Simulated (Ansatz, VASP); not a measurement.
**One calculation of CaMg3, two programs**

File INCAR:

```
PREC = Accurate
ENCUT = 520
EDIFF = 1E-6
ISMEAR = 1
SIGMA = 0.05
LREAL = F
LASPH = T
NELM = 100
ALGO = Normal
ISIF = 2
LWAVE = F
LCHARG = F
GGA = CA
NBANDS = 16
```

File KPOINTS:

```
regular mesh
0
Gamma
  6 6 6
```

The input POSCAR:

```
CaMg3
1.0
   -2.6435063965      2.6435063965      3.7249423365
    2.6435063965     -2.6435063965      3.7249423365
    2.6435063965      2.6435063965     -3.7249423365
Ca Mg
1 3
Direct
    0.0000000000      0.0000000000      0.0000000000
    0.5000000000      0.5000000000      0.0000000000
    0.2500000000      0.7500000000      0.5000000000
    0.7500000000      0.2500000000      0.5000000000
```

Input for Ansatz:

```yaml
crystal:
  lattice:
    - [-2.64350639652937, 2.64350639652937, 3.7249423364566288]
    - [2.64350639652937, -2.64350639652937, 3.7249423364566288]
    - [2.64350639652937, 2.64350639652937, -3.7249423364566288]
  atoms:
    - { symbol: Ca, position: [0.0, 0.0, 0.0] }
    - { symbol: Mg, position: [0.5, 0.5, 0.0] }
    - { symbol: Mg, position: [0.25, 0.75, 0.5] }
    - { symbol: Mg, position: [0.75, 0.25, 0.5] }
basis:
  ecutwfc: 500.0
kpoints:
  mp_grid:
    grid: [6, 6, 6]
hamiltonian:
  xc: lda
  pseudopotentials:
    kind: paw
scf:
  occupations:
    method: methfessel_paxton
    width: 0.05
output:
  stress: true
```

Alike in both runs: task single point; functional LDA; k mesh 6 × 6 × 6; occupations methfessel-paxton of order 1, width 0.05 eV; no spin polarisation.

|  | VASP | Ansatz |
| --- | --- | --- |
| version | VASP 6.6.1 | Ansatz 0.2.0 |
| potentials or method | VASP PAW LDA potentials, release 64 (Ca_sv, Mg), cutoff 520 eV | plane waves, PAW |
| valence electrons in the cell | 16 | 40 |

```csv
,VASP,Ansatz,Ansatz less VASP
pressure (GPa),-2.4,-2.1,+0.29
```

LDA's correlation is that of Perdew and Zunger in VASP and of Perdew and Wang (1992) in Ansatz. VASP's potentials hold 16 valence electrons a cell and Ansatz's 40, so a difference there can come from the potentials and not from the codes.
